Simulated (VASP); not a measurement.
Input of a VASP 6.6.1 run:

INCAR

```
PREC = Accurate
ENCUT = 520
EDIFF = 1E-6
ISMEAR = 0
SIGMA = 0.05
LREAL = False
LASPH = True
NELM = 80
ALGO = Normal
ISIF = 2
LWAVE = False
LCHARG = False
LDIPOL = True
IDIPOL = 3
DIPOL = 0.5 0.5 0.399
GGA = PE
IVDW = 12
NBANDS = 35
```

File KPOINTS:

```
regular mesh
0
Gamma
  9 9 1
```

Contents of POSCAR:

```
WSe2
1.0
    3.2854929709      0.0000000000      0.0000000000
   -1.6427464855      2.8453203767      0.0000000000
    0.0000000000      0.0000000000     24.2386466774
Se W
4 2
Direct
    0.3333333333      0.6666666667      0.1856539294
    0.3333333333      0.6666666667      0.3246601777
    0.6666666667      0.3333333333      0.4735958856
    0.6666666667      0.3333333333      0.6126021339
    0.6666666667      0.3333333333      0.2551570536
    0.3333333333      0.6666666667      0.5430990097
```

Potentials or basis: VASP PAW PBE potentials, release 64 (Se, W_sv).

Command:

```console
$ cat potpaw_PBE.64/Se/POTCAR potpaw_PBE.64/W_sv/POTCAR > POTCAR
$ mpirun -np 1 vasp_std > vasp.out
```

(1) What does it give for the largest force?

(2) What does it give for the dispersion energy per atom?

(3) Estimate the band gap on the k mesh.

## Answers

(1) 0.145 eV/Å.

(2) -0.384 eV.

(3) 1.54 eV (least direct gap 1.64 eV).

Caveat: the cell differs from its parent crystal (layers slid over each other); spin-orbit coupling is left out, which moves the levels of the heavy elements.
